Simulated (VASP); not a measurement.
# AlN (F-43m) in VASP: further runs

AlN is run at these levels: r2SCAN, SVWN5, LDA, r2SCAN+rVV10; tasks: single point.

All numbers are computed with VASP 6.6.1; they aren't measurements. Logs are shortened: lines on timing, memory, paths and dates and some standing lists are left out, and cuts for length are marked.

### Step 1. The cell of the first run

Symmetry: F-43m, No. 216, cubic system. The conventional cell has a = 4.397 Å, b = 4.397 Å, c = 4.397 Å, α = 90.00°, β = 90.00°, γ = 90.00°. Al (site symmetry -43m) has 4 N at 1.90 Å within 2.5 Å. N (site symmetry -43m) has 4 Al at 1.90 Å within 2.5 Å.

### Step 2. Single point, r2SCAN

POSCAR

```
AlN
1.0
    0.0000000000      2.1984575146      2.1984575146
    2.1984575146      0.0000000000      2.1984575146
    2.1984575146      2.1984575146      0.0000000000
Al N
1 1
Direct
    0.0000000000      0.0000000000      0.0000000000
    0.2500000000      0.2500000000      0.2500000000
```

INCAR.step1

```
SYSTEM = AlN
ALGO = Normal
EDIFF = 1E-4
ENCUT = 520
GGA = PE
ISMEAR = -1
LASPH = .True.
LCHARG = .False.
LREAL = .False.
LWAVE = .True.
NBANDS = 11
NELM = 100
PREC = Accurate
SIGMA = 0.05
```

INCAR.step2

```
SYSTEM = AlN
ALGO = Normal
EDIFF = 1E-6
ENCUT = 520
ISIF = 2
ISMEAR = -1
ISTART = 1
LASPH = .True.
LCHARG = .False.
LMIXTAU = .True.
LREAL = .False.
LWAVE = .False.
METAGGA = R2SCAN
NBANDS = 11
NELM = 100
PREC = Accurate
SIGMA = 0.05
```

KPOINTS

```
k-points
0
Gamma
  10 10 10
  0 0 0
```

Potentials or basis: VASP PAW PBE potentials, release 64 (Al, N).

Run with:

```sh
cat potpaw_PBE.64/Al/POTCAR potpaw_PBE.64/N/POTCAR > POTCAR
cp INCAR.step1 INCAR
mpirun -np 1 vasp_std > vasp.out
cp INCAR.step2 INCAR
mpirun -np 1 vasp_std > vasp.out
```

OUTCAR:

```text
SYSTEM = AlN
   EDIFF = 1E-6
   ENCUT = 520
   ISIF = 2
   ISMEAR = -1
   ISTART = 1
   LASPH = .True.
   LREAL = .False.
   METAGGA = R2SCAN
   NELM = 100
   PREC = Accurate

 ion  position               nearest neighbor table
   1  0.000  0.000  0.000-   2 1.90   2 1.90   2 1.90   2 1.90
   2  0.250  0.250  0.250-   1 1.90   1 1.90   1 1.90   1 1.90

  LATTYP: Found a face centered cubic cell.
 ALAT       =     4.3969150292

  Lattice vectors:

 A1 = (   0.0000000000,   2.1984575146,   2.1984575146)
 A2 = (   2.1984575146,   0.0000000000,   2.1984575146)
 A3 = (   2.1984575146,   2.1984575146,   0.0000000000)

Analysis of symmetry for initial positions (statically):
=====================================================================
 Subroutine PRICEL returns:
 Original cell was already a primitive cell.

 Routine SETGRP: Setting up the symmetry group for a
 face centered cubic supercell.

 Subroutine GETGRP returns: Found 24 space group operations
 (whereof 24 operations were pure point group operations)
 out of a pool of 48 trial point group operations.

The static configuration has the point symmetry T_d .

Analysis of symmetry for dynamics (positions and initial velocities):
=====================================================================
 Subroutine PRICEL returns:
 Original cell was already a primitive cell.

 Routine SETGRP: Setting up the symmetry group for a
 face centered cubic supercell.

 Subroutine GETGRP returns: Found 24 space group operations
 (whereof 24 operations were pure point group operations)
 out of a pool of 48 trial point group operations.

The dynamic configuration has the point symmetry T_d .

 Subroutine INISYM returns: Found 24 space group operations
 (whereof 24 operations are pure point group operations),
 and found     1 'primitive' translations

----------------------------------------------------------------------------------------

                                     Primitive cell

  volume of cell :      21.2512

  direct lattice vectors                    reciprocal lattice vectors
     0.000000000  2.198457515  2.198457515    -0.227432187  0.227432187  0.227432187
     2.198457515  0.000000000  2.198457515     0.227432187 -0.227432187  0.227432187
     2.198457515  2.198457515  0.000000000     0.227432187  0.227432187 -0.227432187

  length of vectors
     3.109088433  3.109088433  3.109088433     0.393924103  0.393924103  0.393924103

  position of ions in fractional coordinates (direct lattice)
     0.000000000  0.000000000  0.000000000
     0.250000000  0.250000000  0.250000000

  ion indices of the primitive-cell ions
   primitive index   ion index
                 1           1
                 2           2

----------------------------------------------------------------------------------------

 KPOINTS: k-points

Automatic generation of k-mesh.
 Grid dimensions read from file:
 generate k-points for:   10   10   10

 Generating k-lattice:

  Cartesian coordinates                     Fractional coordinates (reciprocal lattice)
    -0.022743219  0.022743219  0.022743219     0.100000000  0.000000000  0.000000000
     0.022743219 -0.022743219  0.022743219     0.000000000  0.100000000  0.000000000
     0.022743219  0.022743219 -0.022743219     0.000000000  0.000000000  0.100000000

  Length of vectors
     0.039392410  0.039392410  0.039392410

  Shift w.r.t. Gamma in fractional coordinates (k-lattice)
     0.000000000  0.000000000  0.000000000

 Subroutine IBZKPT returns following result:
 ===========================================

 Found     47 irreducible k-points:

 Following reciprocal coordinates:
            Coordinates               Weight
  0.000000  0.000000  0.000000      1.000000
  0.100000  0.000000  0.000000      8.000000
  0.200000  0.000000  0.000000      8.000000
  0.300000  0.000000  0.000000      8.000000
  0.400000  0.000000  0.000000      8.000000
  0.500000  0.000000  0.000000      4.000000
[... 16 lines left out ...]
  0.300000  0.300000  0.000000      6.000000
[... 51 lines left out ...]
      8      18.8769      0.00000
      9      22.1646      0.00000
     10      22.1646      0.00000
     11      23.8723      0.00000

 k-point     4 :       0.3000    0.0000    0.0000
  band No.  band energies     occupation
      1      -8.9866      2.00000
      2       1.4581      2.00000
      3       5.1800      2.00000
      4       5.1800      2.00000
      5      12.9425      0.00000
      6      16.9207      0.00000
      7      18.1737      0.00000
      8      18.1737      0.00000
      9      23.3013      0.00000
     10      23.3013      0.00000
     11      23.7027      0.00000

 k-point     5 :       0.4000    0.0000    0.0000
  band No.  band energies     occupation
      1      -8.4160      2.00000
      2       0.1914      2.00000
      3       5.0673      2.00000
      4       5.0673      2.00000
      5      13.4010      0.00000
      6      16.3898      0.00000
      7      17.5522      0.00000
      8      17.5522      0.00000
      9      24.1870      0.00000
     10      25.2391      0.00000
     11      25.2391      0.00000
[... 211 lines left out ...]
 k-point    21 :      -0.3000    0.2000    0.0000
  band No.  band energies     occupation
      1      -8.2647      2.00000
      2       0.9310      2.00000
      3       3.3280      2.00000
      4       4.9890      2.00000
      5      14.1008      0.00000
      6      15.2359      0.00000
      7      18.1057      0.00000
      8      18.5154      0.00000
      9      22.7521      0.00000
     10      25.2274      0.00000
     11      27.7776      0.00000

 k-point    22 :      -0.2000    0.2000    0.0000
  band No.  band energies     occupation
      1      -8.7948      2.00000
      2       1.7595      2.00000
      3       3.8295      2.00000
      4       5.2545      2.00000
      5      13.7138      0.00000
      6      16.1689      0.00000
      7      17.7049      0.00000
      8      18.7033      0.00000
      9      21.2850      0.00000
     10      24.9316      0.00000
     11      27.7751      0.00000

 k-point    23 :       0.3000    0.3000    0.0000
  band No.  band energies     occupation
      1      -8.6217      2.00000
      2       1.9888      2.00000
      3       4.2647      2.00000
      4       4.2647      2.00000
      5      11.4473      0.00000
      6      15.9586      0.00000
      7      18.1485      0.00000
      8      20.8921      0.00000
      9      20.8921      0.00000
     10      26.6849      0.00000
     11      30.2451      0.00000

 k-point    24 :       0.4000    0.3000    0.0000
  band No.  band energies     occupation
      1      -8.1833      2.00000
      2       1.3602      2.00000
      3       3.8116      2.00000
      4       4.0995      2.00000
      5      11.0333      0.00000
      6      15.7910      0.00000
      7      18.5613      0.00000
      8      20.9704      0.00000
      9      21.5246      0.00000
     10      27.7227      0.00000
     11      30.0229      0.00000

 [... further k-points ...]

------------------------ aborting loop because EDIFF is reached ----------------------------------------

  FORCE on cell =-STRESS in cart. coord.  units (eV):
  Direction    XX          YY          ZZ          XY          YZ          ZX
  --------------------------------------------------------------------------------------
  -------------------------------------------------------------------------------------
  Total       -0.5524787     -0.5524787     -0.5524787      0.0000000      0.0000000      0.0000000
  in kB      -41.6525800    -41.6525800    -41.6525800      0.0000000      0.0000000      0.0000000
  external PRESSURE =     -41.6525800 kB  Pullay stress =       0.0000000 kB

 VOLUME and BASIS-vectors are now :
 -----------------------------------------------------------------------------
  energy-cutoff  :      520.00
  volume of cell :       21.25
      direct lattice vectors                 reciprocal lattice vectors
     0.000000000  2.198457515  2.198457515    -0.227432187  0.227432187  0.227432187
     2.198457515  0.000000000  2.198457515     0.227432187 -0.227432187  0.227432187
     2.198457515  2.198457515  0.000000000     0.227432187  0.227432187 -0.227432187

 POSITION                                       TOTAL-FORCE (eV/Angst)
 -----------------------------------------------------------------------------------
      0.00000      0.00000      0.00000         0.000000      0.000000      0.000000
      1.09923      1.09923      1.09923        -0.000000     -0.000000     -0.000000
 -----------------------------------------------------------------------------------
    total drift:                                0.000001      0.000001      0.000000

  FREE ENERGIE OF THE ION-ELECTRON SYSTEM (eV)
  ---------------------------------------------------
  free  energy   TOTEN  =       -19.1745205511 eV

  energy  without entropy=      -19.1745205511  energy(sigma->0) =      -19.17452055
```

Wall time 55 s (1 thread of Intel Xeon 8259CL, shared host); peak memory 0.14 GiB.

What came out:

* Free energy: -19.1745 eV
* Pressure: -4.2 GPa
* Band gap on the k mesh: 3.92 eV, indirect (least direct gap 4.71 eV)

Levels at points of the mesh, in eV from the valence-band top:
```tsv
k point	band 2	band 3	band 4	band 5	band 6	band 7
(0.00, 0.00, 0.00)	0.00	0.00	0.00	4.71	13.32	13.32
(0.50, 0.00, 0.00)	-5.81	-0.48	-0.48	8.02	10.68	11.82
(0.50, 0.50, 0.00)	-4.89	-1.79	-1.79	3.92	9.35	14.92
```

Caveat: the PAW data sets were made with another functional, which shifts forces and pressure a little. A k mesh can miss the band edges.

### Step 3. Single point, SVWN5

This run uses another cell than the first one, of 10.83 Å³/atom, 1.020 times its volume.

INCAR

```
ALGO     = Normal         # electronic algorithm
EDIFF    = 1E-7           # SCF threshold, eV
ENCUT    = 520            # plane-wave cutoff, eV
GGA      = VW             # functional
ISIF     = 2              # what is computed and relaxed
ISMEAR   = -1             # smearing method
LASPH    = True           # aspherical terms in the spheres
LCHARG   = False          # write CHGCAR
LREAL    = False          # projectors in reciprocal space
LWAVE    = False          # write WAVECAR
NBANDS   = 11             # bands
NELM     = 60             # most SCF steps
PREC     = Accurate       # precision mode
SIGMA    = 0.05           # smearing width, eV
```

KPOINTS

```
k-points
0
Gamma
  10 10 10
```

POSCAR

```
AlN
1.0
    0.0000000000      2.2127336128      2.2127336128
    2.2127336128      0.0000000000      2.2127336128
    2.2127336128      2.2127336128      0.0000000000
Al N
1 1
Direct
    0.0000000000      0.0000000000      0.0000000000
    0.2500000000      0.2500000000      0.2500000000
```

Potentials or basis: VASP PAW PBE potentials, release 64 (Al, N).

Run with:

```sh
cat potpaw_PBE.64/Al/POTCAR potpaw_PBE.64/N/POTCAR > POTCAR
mpirun -np 1 vasp_std > vasp.out
```

Run time: 7.1 s. Hardware: 1 thread of Intel Xeon 6975P-C, shared host; peak memory 0.13 GiB.

It converged, with:

```
Free energy            : -16.3280 eV
Pressure               : -10.1 GPa
Band gap on the k mesh : 3.21 eV, indirect (least direct gap 3.88 eV)
```

Levels at points of the mesh, in eV from the valence-band top:
```tsv
k point	band 1	band 2	band 3	band 4	band 5	band 6	band 7	band 8
(0.00, 0.00, 0.00)	-14.61	0.00	0.00	0.00	3.88	11.98	11.98	11.98
(0.50, 0.00, 0.00)	-12.60	-5.75	-0.48	-0.48	6.92	9.50	10.75	10.75
(0.50, 0.50, 0.00)	-11.98	-4.84	-1.75	-1.75	3.21	8.19	13.23	15.03
```

Caveat: the PAW data sets were made with another functional, which shifts forces and pressure a little.

### Step 4. Single point, SVWN5

This run uses another cell than the first one, of 11.04 Å³/atom, 1.039 times its volume.

INCAR

```
  PREC = Accurate
  ENCUT = 520
  EDIFF = 1E-6
  ISMEAR = -1
  SIGMA = 0.05
  LREAL = F
  LASPH = T
  NELM = 60
  ALGO = Normal
  ISIF = 2
  LWAVE = F
  LCHARG = F
  GGA = VW
  NBANDS = 11
```

KPOINTS

```
Automatic mesh
0
Gamma
  10 10 10
```

POSCAR

```
AlN
1.0
    0.0000000000      2.2268278375      2.2268278375
    2.2268278375      0.0000000000      2.2268278375
    2.2268278375      2.2268278375      0.0000000000
Al N
1 1
Direct
    0.0000000000      0.0000000000      0.0000000000
    0.2500000000      0.2500000000      0.2500000000
```

Run with:

```sh
cat potpaw_PBE.64/Al/POTCAR potpaw_PBE.64/N/POTCAR > POTCAR
mpirun -np 1 vasp_std > vasp.out
```

Run time: 7 s. Hardware: 1 thread of Intel Xeon 6975P-C, shared host; peak memory 0.13 GiB.

Results (log left out):

```yaml
Free_energy: -16.2978 eV
Pressure: -13.3 GPa
Band_gap_on_the_k_mesh: 3.20 eV, indirect (least direct gap 3.72 eV)
```

Levels at points of the mesh, in eV from the valence-band top:
| k point | band 1 | band 2 | band 3 | band 4 | band 5 | band 6 | band 7 | band 8 | band 9 |
| --- | --- | --- | --- | --- | --- | --- | --- | --- | --- |
| (0.00, 0.00, 0.00) | -14.50 | 0.00 | 0.00 | 0.00 | 3.72 | 11.80 | 11.80 | 11.80 | 17.13 |
| (0.50, 0.00, 0.00) | -12.55 | -5.67 | -0.48 | -0.48 | 6.75 | 9.37 | 10.63 | 10.63 | 17.00 |
| (0.50, 0.50, 0.00) | -11.95 | -4.78 | -1.73 | -1.73 | 3.20 | 8.07 | 13.00 | 14.80 | 14.80 |

Caveat: the PAW data sets were made with another functional, which shifts forces and pressure a little.

### Step 5. Single point, LDA

This run uses another cell than the first one, of 11.04 Å³/atom, 1.039 times its volume.

INCAR

```
SYSTEM = AlN
PREC = Accurate ; ENCUT = 520
EDIFF = 1E-6 ; ISMEAR = -1
SIGMA = 0.05 ; LREAL = .FALSE.
LASPH = .TRUE. ; NELM = 100
ALGO = Normal ; ISIF = 2
LWAVE = .FALSE. ; LCHARG = .FALSE.
GGA = CA ; NBANDS = 11
```

KPOINTS

```
Automatic mesh
0
G
  10 10 10
  0 0 0
```

POSCAR is that of step 4.

Potentials or basis: VASP PAW LDA potentials, release 64 (Al, N).

Run with:

```sh
cat potpaw_LDA.64/Al/POTCAR potpaw_LDA.64/N/POTCAR > POTCAR
mpirun -np 1 vasp_std > vasp.out
```

It took 5.9 s on 1 thread of Intel Xeon 6975P-C, shared host; peak memory 0.12 GiB.

Results (log left out):

- Free energy: -16.3077 eV
- Pressure: -13.4 GPa
- Band gap on the k mesh: 3.20 eV, indirect (least direct gap 3.73 eV)

Levels at points of the mesh, in eV from the valence-band top:
| k point | band 1 | band 2 | band 3 | band 4 | band 5 | band 6 | band 7 | band 8 | band 9 |
| --- | --- | --- | --- | --- | --- | --- | --- | --- | --- |
| (0.00, 0.00, 0.00) | -14.49 | 0.00 | 0.00 | 0.00 | 3.73 | 11.78 | 11.78 | 11.78 | 17.07 |
| (0.50, 0.00, 0.00) | -12.54 | -5.67 | -0.48 | -0.48 | 6.75 | 9.37 | 10.61 | 10.61 | 17.00 |
| (0.50, 0.50, 0.00) | -11.93 | -4.78 | -1.73 | -1.73 | 3.20 | 8.06 | 13.00 | 14.79 | 14.79 |

A k mesh can miss the band edges.

### Step 6. Single point, r2SCAN+rVV10

This run uses another cell than the first one, of 10.39 Å³/atom, 0.978 times its volume.

POSCAR

```
AlN
1.0
    0.0000000000      2.1823659610      2.1823659610
    2.1823659610      0.0000000000      2.1823659610
    2.1823659610      2.1823659610      0.0000000000
Al N
1 1
Direct
    0.0000000000      0.0000000000      0.0000000000
    0.2500000000      0.2500000000      0.2500000000
```

INCAR.step1

```
SYSTEM = AlN
ALGO     = Normal         ! electronic algorithm
EDIFF    = 1E-4           ! SCF threshold, eV
ENCUT    = 520            ! plane-wave cutoff, eV
GGA      = PE             ! functional
ISMEAR   = -1             ! smearing method
LASPH    = .True.         ! aspherical terms in the spheres
LCHARG   = .False.        ! write CHGCAR
LREAL    = .False.        ! projectors in reciprocal space
LWAVE    = .True.         ! write WAVECAR
NBANDS   = 11             ! bands
NELM     = 80             ! most SCF steps
PREC     = Accurate       ! precision mode
SIGMA    = 0.05           ! smearing width, eV
```

INCAR.step2

```
SYSTEM = AlN
ALGO     = Normal         ! electronic algorithm
BPARAM   = 11.95        
CPARAM   = 0.0093       
EDIFF    = 1E-6           ! SCF threshold, eV
ENCUT    = 520            ! plane-wave cutoff, eV
ISIF     = 2              ! what is computed and relaxed
ISMEAR   = -1             ! smearing method
ISTART   = 1            
IVDW_NL  = 2            
LASPH    = .True.         ! aspherical terms in the spheres
LCHARG   = .True.         ! write CHGCAR
LELF     = .True.         ! ELF
LMIXTAU  = .True.       
LREAL    = .False.        ! projectors in reciprocal space
LUSE_VDW = .True.       
LVHAR    = .True.       
LWAVE    = .False.        ! write WAVECAR
METAGGA  = R2SCAN         ! meta-GGA
NBANDS   = 11             ! bands
NELM     = 80             ! most SCF steps
PREC     = Accurate       ! precision mode
SIGMA    = 0.05           ! smearing width, eV
```

KPOINTS

```
k-points
0
Gamma
  10 10 10
  0 0 0
```

Potentials or basis: VASP PAW PBE potentials, release 64 (Al, N).

Run with:

```sh
cat potpaw_PBE.64/Al/POTCAR potpaw_PBE.64/N/POTCAR > POTCAR
cp INCAR.step1 INCAR
mpirun -np 1 vasp_std > vasp.out
cp INCAR.step2 INCAR
mpirun -np 1 vasp_std > vasp.out
```

Run time: 46 s. Hardware: 1 thread of Intel Xeon 6975P-C, shared host; peak memory 0.21 GiB.

It converged, with:

* Free energy: -18.9936 eV
* Pressure: -0.3 GPa
* Band gap on the k mesh: 3.89 eV, indirect (least direct gap 4.88 eV)

Levels at points of the mesh, in eV from the valence-band top:
| k point | band 1 | band 2 | band 3 | band 4 | band 5 | band 6 | band 7 | band 8 |
| --- | --- | --- | --- | --- | --- | --- | --- | --- |
| (0.00, 0.00, 0.00) | -15.76 | 0.00 | 0.00 | 0.00 | 4.88 | 13.52 | 13.52 | 13.52 |
| (0.50, 0.00, 0.00) | -13.74 | -5.92 | -0.49 | -0.49 | 8.20 | 10.81 | 11.93 | 11.93 |
| (0.50, 0.50, 0.00) | -13.10 | -4.97 | -1.81 | -1.81 | 3.89 | 9.46 | 15.21 | 16.95 |

Caveat: the PAW data sets were made with another functional, which shifts forces and pressure a little. A k mesh can miss the band edges.

### Step 7. Summary

```tsv
level	potentials or basis	cell	gap on the mesh (eV)	pressure (GPa)
r2SCAN	VASP PAW PBE potentials, release 64 (Al, N)	a = 3.109 Å, angles 60.0°, 2 atoms	3.92	-4.2
SVWN5	VASP PAW PBE potentials, release 64 (Al, N)	a = 3.129 Å, angles 60.0°, 2 atoms	3.21	-10.1
SVWN5	VASP PAW PBE potentials, release 64 (Al, N)	a = 3.149 Å, angles 60.0°, 2 atoms	3.20	-13.3
LDA	VASP PAW LDA potentials, release 64 (Al, N)	a = 3.149 Å, angles 60.0°, 2 atoms	3.20	-13.4
r2SCAN+rVV10	VASP PAW PBE potentials, release 64 (Al, N)	a = 3.086 Å, angles 60.0°, 2 atoms	3.89	-0.3
```

Alike in all rows: task single point; no spin polarisation; k mesh 10 × 10 × 10; cutoff (eV) 520; smearing fermi-dirac 0.05 eV.

Caveats: the PAW data sets were made with another functional, which shifts forces and pressure a little (some runs).

Absolute energies hang on the potentials; compare differences alone.
